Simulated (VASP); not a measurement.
Wanted: the native input for a VASP 6.6.1 run.

```
Task                   : single point
Functional             : PBE
Potentials or basis    : VASP PAW PBE potentials, release 64 (Ca_sv, Pb_d)
Cutoff                 : 520 eV
k mesh                 : 12 × 12 × 12
Occupations            : gaussian, width 0.1 eV
Spin                   : no spin polarisation
Dipole correction      : no
Further INCAR settings : ALGO = Fast; EDIFF = 1e-06; NBANDS = 26
```

The structure of CaPb2 lies in POSCAR:

```
CaPb2
1.0
    2.3688542522      1.3676586402      5.3996569297
   -2.3688542522      1.3676586402      5.3996569297
    0.0000000000     -2.7353172804      5.3996569297
Ca Pb
1 2
Direct
    0.0000000000      0.0000000000      0.0000000000
    0.7866944606      0.7866944606      0.7866944606
    0.2133055394      0.2133055394      0.2133055394
```

One way to write it, as run:

INCAR

```
PREC     = Accurate       # precision mode
ENCUT    = 520            # plane-wave cutoff, eV
EDIFF    = 1E-6           # SCF threshold, eV
ISMEAR   = 0              # smearing method
SIGMA    = 0.1            # smearing width, eV
LREAL    = False          # projectors in reciprocal space
LASPH    = True           # aspherical terms in the spheres
NELM     = 60             # most SCF steps
ALGO     = Fast           # electronic algorithm
ISIF     = 2              # what is computed and relaxed
LWAVE    = False          # write WAVECAR
LCHARG   = True           # write CHGCAR
GGA      = PE             # functional
LELF     = True           # ELF
LVHAR    = True         
NBANDS   = 26             # bands
```

KPOINTS

```
Automatic mesh
0
Gamma
  12 12 12
```

Potentials or basis: VASP PAW PBE potentials, release 64 (Ca_sv, Pb_d).

Launch:

```sh
$ cat potpaw_PBE.64/Ca_sv/POTCAR potpaw_PBE.64/Pb_d/POTCAR > POTCAR
$ mpirun -np 1 vasp_std > vasp.out
```

Results of the run:

```json
{
 "Pressure": "0.0 GPa",
 "Band gap on the k mesh": "zero (bands 19 and 20 overlap by 0.44 eV)"
}
```

Caveat: spin-orbit coupling is left out, which moves the levels of the heavy elements.

Wall time 11 min on 1 thread of Intel(R) Xeon(R) 6975P-C (Granite Rapids), with other jobs on the host, peak memory 0.67 GiB.
